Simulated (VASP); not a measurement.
# I (P1) in VASP: relaxation of cell and atoms with PBE

Aim: the relaxation of cell and atoms of I with PBE.

All numbers are computed with VASP 6.6.1; they aren't measurements. Logs are shortened: lines on timing, memory, paths and dates and some standing lists are left out, and cuts for length are marked.

## 1. The cell of the first run

The typed cell holds 4 atoms: a = 4.556 Å, b = 7.393 Å, c = 6.864 Å, α = 93.84°, β = 97.04°, γ = 114.28°.

## 2. Relaxation of cell and atoms, PBE

Input file INCAR:

```
SYSTEM = I
PREC = Accurate
ENCUT = 600
EDIFF = 1E-6
ISMEAR = 0
SIGMA = 0.1
LREAL = .False.
LASPH = .True.
NELM = 100
ALGO = Normal
ISIF = 3
LWAVE = .False.
LCHARG = .False.
GGA = PE
IBRION = 2
NSW = 90
EDIFFG = -0.04
```

Input file KPOINTS:

```
regular mesh
0
Gamma
  4 4 4
  0 0 0
```

Input file POSCAR:

```
I
1.0
    4.5555551526      0.0000000000      0.0000000000
   -3.0401243082      6.7387018553      0.0000000000
   -0.8410759932     -0.8835267923      6.7545921498
I
4
Direct
    0.2739872082      0.6615321376      0.3578884627
    0.3837695733      0.3690352584      0.9483494202
    0.7529624704      0.0600898779      0.5966517841
    0.3179909365      0.7724743750      0.8720322198
```

Potentials or basis: VASP PAW PBE potentials, release 64 (I).

Launch:

```console
cat potpaw_PBE.64/I/POTCAR > POTCAR
mpirun -np 1 vasp_std > vasp.out
```

OUTCAR:

```text
SYSTEM = I
   PREC = Accurate
   ENCUT = 600
   EDIFF = 1E-6
   ISMEAR = 0
   LREAL = .False.
   LASPH = .True.
   NELM = 100
   ISIF = 3
   GGA = PE
   IBRION = 2
   NSW = 90
   EDIFFG = -0.04

 ion  position               nearest neighbor table
   1  0.274  0.662  0.358-   3 3.05   4 3.50   4 3.53
   2  0.384  0.369  0.948-   4 3.19   3 3.39
   3  0.753  0.060  0.597-   1 3.05   4 3.16   2 3.39
   4  0.318  0.772  0.872-   3 3.16   2 3.19   1 3.50   1 3.53

  LATTYP: Found a triclinic cell.
 ALAT       =     4.5555551526
 B/A-ratio  =     2.2289349513
 C/A-ratio  =     2.2734042835
 COS(alpha) =     0.0025526546
 COS(beta)  =     0.5049823892
 COS(gamma) =     0.7480453471

  Lattice vectors:

 A1 = (  -4.5555551526,   0.0000000000,   0.0000000000)
 A2 = (  -7.5956794608,   6.7387018553,   0.0000000000)
 A3 = (  -5.2299100038,  -5.8551750630,  -6.7545921498)

Analysis of symmetry for initial positions (statically):
=====================================================================
 Subroutine PRICEL returns:
 Original cell was already a primitive cell.

 Routine SETGRP: Setting up the symmetry group for a
 triclinic supercell.

 Subroutine GETGRP returns: Found  1 space group operations
 (whereof  1 operations were pure point group operations)
 out of a pool of  2 trial point group operations.

The static configuration has the point symmetry C_1 .

Analysis of symmetry for dynamics (positions and initial velocities):
=====================================================================
 Subroutine PRICEL returns:
 Original cell was already a primitive cell.

 Routine SETGRP: Setting up the symmetry group for a
 triclinic supercell.

 Subroutine GETGRP returns: Found  1 space group operations
 (whereof  1 operations were pure point group operations)
 out of a pool of  2 trial point group operations.

The dynamic configuration has the point symmetry C_1 .

 Subroutine INISYM returns: Found  1 space group operations
 (whereof  1 operations are pure point group operations),
 and found     1 'primitive' translations

----------------------------------------------------------------------------------------

                                     Primitive cell

  volume of cell :     207.3560

  direct lattice vectors                    reciprocal lattice vectors
     4.555555153  0.000000000  0.000000000     0.219512215  0.099031599  0.040287188
    -3.040124308  6.738701855  0.000000000     0.000000000  0.148396534  0.019410841
    -0.841075993 -0.883526792  6.754592150     0.000000000  0.000000000  0.148047429

  length of vectors
     4.555555153  7.392730112  6.863857773     0.244163731  0.149660656  0.148047429

  position of ions in fractional coordinates (direct lattice)
     0.273987208  0.661532138  0.357888463
     0.383769573  0.369035258  0.948349420
     0.752962470  0.060089878  0.596651784
     0.317990937  0.772474375  0.872032220

  ion indices of the primitive-cell ions
   primitive index   ion index
                 1           1
                 2           2
                 3           3
                 4           4

----------------------------------------------------------------------------------------

 KPOINTS: regular mesh

Automatic generation of k-mesh.
 Grid dimensions read from file:
 generate k-points for:    4    4    4

 Generating k-lattice:

  Cartesian coordinates                     Fractional coordinates (reciprocal lattice)
     0.054878054  0.024757900  0.010071797     0.250000000  0.000000000  0.000000000
     0.000000000  0.037099134  0.004852710     0.000000000  0.250000000  0.000000000
     0.000000000  0.000000000  0.037011857     0.000000000  0.000000000  0.250000000

  Length of vectors
     0.061040933  0.037415164  0.037011857

  Shift w.r.t. Gamma in fractional coordinates (k-lattice)
     0.000000000  0.000000000  0.000000000

 Subroutine IBZKPT returns following result:
 ===========================================

 Found     36 irreducible k-points:

 Following reciprocal coordinates:
            Coordinates               Weight
  0.000000  0.000000  0.000000      1.000000
  0.250000 -0.000000  0.000000      2.000000
  0.500000 -0.000000  0.000000      1.000000
  0.000000  0.250000  0.000000      2.000000
  0.250000  0.250000  0.000000      2.000000
  0.500000  0.250000 -0.000000      2.000000
[... 16 lines left out ...]
  0.000000 -0.250000  0.250000      2.000000
  0.250000 -0.250000  0.250000      2.000000
 [... further k-points ...]
   k-points           NKPTS =     36   k-points in BZ     NKDIM =     36   number of bands    NBANDS=     18
   number of dos      NEDOS =    301   number of ions     NIONS =      4
   total plane-waves  NPLWV = 120960
   dimension x,y,z NGX =    36 NGY =   60 NGZ =   56
   dimension x,y,z NGXF=    72 NGYF=  120 NGZF=  112
   ions per type =               4
   NGX,Y,Z   is equivalent  to a cutoff of  13.14, 13.49, 13.56 a.u.
   NGXF,Y,Z  is equivalent  to a cutoff of  26.27, 26.99, 27.13 a.u.
 SYSTEM =  I
   PREC   = accura    normal or accurate (medium, high low for compatibility)
   ISTART =      0    job   : 0-new  1-cont  2-samecut
   ICHARG =      2    charge: 1-file 2-atom 10-const
   ISPIN  =      1    spin polarized calculation?
   LNONCOLLINEAR =      F non collinear calculations
   LSORBIT =      F    spin-orbit coupling
   LASPH  =      T    aspherical Exc in radial PAW
   ENCUT  =  600.0 eV  44.10 Ry    6.64 a.u.   9.10 14.77 13.71*2*pi/ulx,y,z
   NELM   =    100;   NELMIN=  2; NELMDL= -5     # of ELM steps
   EDIFF  = 0.1E-05   stopping-criterion for ELM
   LREAL  =      F    real-space projection
   EDIFFG = -.4E-01   stopping-criterion for IOM
   NSW    =     90    number of steps for IOM
   IBRION =      2    ionic relax: 0-MD 1-quasi-New 2-CG
   NFREE  =      1    steps in history (QN), initial steepest desc. (CG)
   ISIF   =      3    stress and relaxation
   ISYM   =      2    0-nonsym 1-usesym 2-fastsym
   POTIM  = 0.5000    time-step for ionic-motion
   TEBEG  =    0.0;   TEEND  =   0.0 temperature during run
   PSTRESS=    0.0 pullay stress
   NELECT =      28.0000    total number of electrons
   NUPDOWN=      -1.0000    fix difference up-down
   EMIN   =  10.00;   EMAX   =-10.00  energy-range for DOS
   EFERMI =   0.00;   METHOD = LEGACY
   ISMEAR =     0;   SIGMA  =   0.10  broadening in eV -4-tet -1-fermi 0-gaus
   EFERMI_NEDOS =   21; number of points for ismear=-14 and -15
   IALGO  =     38    algorithm
   IMIX   =      4    mixing-type and parameters
     AMIX     =   0.40;   BMIX     =  1.00
     AMIX_MAG =   1.60;   BMIX_MAG =  1.00
  volume/ion in A,a.u.               =      51.84       349.83
  Fermi-wavevector in a.u.,A,eV,Ry     =   0.839889  1.587160  9.597736  0.705414
  Thomas-Fermi vector in A             =   1.954181
   LORBIT       =      0    0 simple, 1 ext, 2 COOP (PROOUT), +10 PAW based schemes
   GGA     = PE    functional components
   LHFCALC =     F    Hartree Fock is set to
   AEXX    =    0.0000 exact exchange contribution
   IVDW    =     0    specifies the selected vdW correction
   LEPSILON=     F    determine dielectric tensor
   LRPA    =     F    only Hartree local field effects (RPA)
 conjugate gradient relaxation of ions
 non-spin polarized calculation
 Gauss-broadening in eV      SIGMA  =   0.10
  energy-cutoff  :      600.00
  volume of cell :      207.36
 maximum number of plane-waves:      6940
   NGX = 19   NGY = 29   NGZ = 27

--------------------------------------- Ionic step        1  -------------------------------------------

 number of electron      28.0000001 magnetization

 Free energy of the ion-electron system (eV)
  ---------------------------------------------------
  ext. energy  EPLUGINS =         0.00000000
  ---------------------------------------------------
  free energy    TOTEN  =        -4.64314725 eV

  energy without entropy =       -4.61918093  energy(sigma->0) =       -4.63116409

------------------------ aborting loop because EDIFF is reached ----------------------------------------

  FORCE on cell =-STRESS in cart. coord.  units (eV):
  Direction    XX          YY          ZZ          XY          YZ          ZX
  --------------------------------------------------------------------------------------
  -------------------------------------------------------------------------------------
  Total       -0.5660304     -1.0949936     -0.7610985     -0.4958099     -1.3773730     -1.2078484
  in kB       -4.3735453     -8.4606840     -5.8807781     -3.8309733    -10.6425442     -9.3326787
  external PRESSURE =      -6.2383358 kB  Pullay stress =       0.0000000 kB
[... 95 lines left out ...]
  FREE ENERGIE OF THE ION-ELECTRON SYSTEM (eV)
  ---------------------------------------------------
  free  energy   TOTEN  =        -4.8660644233 eV

  energy  without entropy=       -4.8451082150  energy(sigma->0) =       -4.85558632

 E-fermi :   0.0122     XC(G=0):  -6.3019

 val. band max:       -0.2303710184   @ k =   0.2500   0.2500   0.0000
 cond. band min:       0.2282820130   @ k =   0.0000   0.5000   0.0000
 fundamental gap:      0.4586530314
 Fermi energy:         0.0122435397

 k-point     1 :       0.0000    0.0000    0.0000
  band No.  band energies     occupation
      1     -13.4644      2.00000
      2     -12.7677      2.00000
      3     -11.4041      2.00000
      4     -10.9009      2.00000
      5      -4.7329      2.00000
      6      -3.7550      2.00000
[... 10 lines left out ...]
     17       4.3459      0.00000
     18       5.7377      0.00000
[... 466 lines left out ...]
      2     -12.8086      2.00000
      3     -11.4589      2.00000
      4     -10.8836      2.00000
      5      -4.5708      2.00000
      6      -3.7662      2.00000
[... 10 lines left out ...]
     17       5.6586      0.00000
     18       5.9270      0.00000

 [... further k-points ...]

[... ionic steps 4 to 78 ...]

--------------------------------------- Ionic step       79  -------------------------------------------

 number of electron      28.0000000 magnetization

------------------------ aborting loop because EDIFF is reached ----------------------------------------

  FORCE on cell =-STRESS in cart. coord.  units (eV):
  Direction    XX          YY          ZZ          XY          YZ          ZX
  --------------------------------------------------------------------------------------
  -------------------------------------------------------------------------------------
  Total        0.0517612     -0.0199953     -0.1305507     -0.0297633     -0.0331311     -0.0118649
  in kB        0.2917180     -0.1126900     -0.7357625     -0.1677412     -0.1867217     -0.0668686
  external PRESSURE =      -0.1855782 kB  Pullay stress =       0.0000000 kB
[... 61 lines left out ...]
  energy  without entropy=       -6.1866864238  energy(sigma->0) =       -6.18668642

--------------------------------------- Ionic step       81  -------------------------------------------

 number of electron      28.0000000 magnetization

 Free energy of the ion-electron system (eV)
  ---------------------------------------------------
  ext. energy  EPLUGINS =         0.00000000
  ---------------------------------------------------
  free energy    TOTEN  =        -6.18694900 eV

  energy without entropy =       -6.18694900  energy(sigma->0) =       -6.18694900

 E-fermi :  -0.4535     XC(G=0):  -5.7270

 val. band max:       -0.9310215392   @ k =   0.0000   0.5000   0.0000
 cond. band min:       0.2042388730   @ k =   0.0000   0.2500   0.2500
 fundamental gap:      1.1352604122
 Fermi energy:        -0.4535171399

 k-point     1 :       0.0000    0.0000    0.0000
  band No.  band energies     occupation
      1     -14.0396      2.00000
      2     -13.0870      2.00000
      3     -12.8149      2.00000
      4     -11.5555      2.00000
      5      -5.4061      2.00000
      6      -4.3912      2.00000
[... 10 lines left out ...]
     17       3.4531      0.00000
     18       4.9813      0.00000
[... 466 lines left out ...]
      2     -13.4544      2.00000
      3     -12.4548      2.00000
      4     -11.6263      2.00000
      5      -5.3685      2.00000
      6      -4.7390      2.00000
[... 10 lines left out ...]
     17       4.5285      0.00000
     18       4.9779      0.00000

 [... further k-points ...]
[... 5 lines left out ...]
  --------------------------------------------------------------------------------------
  -------------------------------------------------------------------------------------
  Total        0.0533612     -0.0087691     -0.0508565      0.0240502      0.0377939      0.0239030
  in kB        0.3009094     -0.0494498     -0.2867851      0.1356216      0.2131238      0.1347916
  external PRESSURE =      -0.0117752 kB  Pullay stress =       0.0000000 kB
[... 19 lines left out ...]
  FREE ENERGIE OF THE ION-ELECTRON SYSTEM (eV)
  ---------------------------------------------------
  free  energy   TOTEN  =        -6.1869490044 eV

  energy  without entropy=       -6.1869490044  energy(sigma->0) =       -6.18694900

 reached required accuracy - stopping structural energy minimisation
```

Run time: 71 min. Hardware: 1 thread of AMD EPYC 9R45 (Zen 5), shared host; peak memory 0.4 GiB.

What came out:

- Free energy: -6.1869 eV
- Relaxed volume: 71.03 Å³/atom
- Relaxed cell: a = 4.900 Å, b = 6.913 Å, c = 11.518 Å, α = 91.76°, β = 129.14°, γ = 104.27°
- Space group after relaxing (to 0.05 Å): P-1 (No. 2)
- Energy gained by relaxing: 386.0 meV/atom
- Ionic steps: 81
- Pressure after relaxing: 0.0 GPa
- Largest force after relaxing: 0.038 eV/Å
- Band gap on the k mesh: 1.14 eV, indirect (least direct gap 1.22 eV)

Forces in eV/Å, atoms in the order of the input:
```
I   -0.025 -0.002 -0.029
I    0.013 -0.019  0.012
I    0.022 -0.002  0.012
I   -0.010  0.023  0.006
```

Step by step:
```csv
step,energy change (eV),largest force (eV/Å),pressure (GPa),volume (Å³)
1,0.0000,0.7759,-0.62,207.36
4,-0.3322,0.4309,0.58,199.73
7,-0.4719,0.5168,-0.48,214.99
10,-0.5966,0.9394,1.24,213.17
13,-0.6662,0.7260,0.76,215.51
16,-0.8274,1.0848,1.24,238.68
19,-0.9055,0.3412,0.06,247.96
22,-0.9164,0.9526,0.48,257.33
25,-0.9715,0.2096,0.00,261.42
28,-0.9880,0.1801,0.01,270.89
31,-1.0014,0.2112,0.00,273.48
34,-1.0185,0.3479,-0.08,278.04
37,-1.0523,0.5730,-0.41,286.98
40,-1.0764,0.4893,0.04,283.79
43,-1.0630,0.7595,0.58,282.63
46,-1.1393,0.4178,-0.26,291.01
49,-1.2157,0.4472,0.01,291.17
52,-1.3090,0.6679,-0.44,291.84
55,-1.3864,0.3751,0.20,279.15
58,-1.4407,0.3627,-0.44,282.98
61,-1.4851,0.3540,-0.09,277.94
64,-1.5065,0.2546,0.15,275.43
67,-1.5202,0.1711,0.10,277.00
70,-1.5317,0.1513,0.01,280.44
73,-1.5365,0.1232,-0.04,282.72
76,-1.5399,0.1184,0.03,283.20
79,-1.5433,0.0413,-0.02,284.28
81,-1.5438,0.0382,0.00,284.12
```

Final structure:
```xyz
4
Lattice="4.4577 0.4636 -1.9819 -2.4589 6.4585 0.1948 -2.9163 -1.8215 10.9925" Properties=species:S:1:pos:R:3 pbc="T T T"
I    -1.8710    4.1288    3.2905
I     1.3622    3.1103   -0.9214
I    -0.6688    5.6114    5.4997
I    -3.3327    3.2094    8.7735
```

Caveat: the volume moved by over 15 % at a fixed basis, so the end points are rough; spin-orbit coupling is left out, which moves the levels of the heavy elements. A k mesh can miss the band edges.
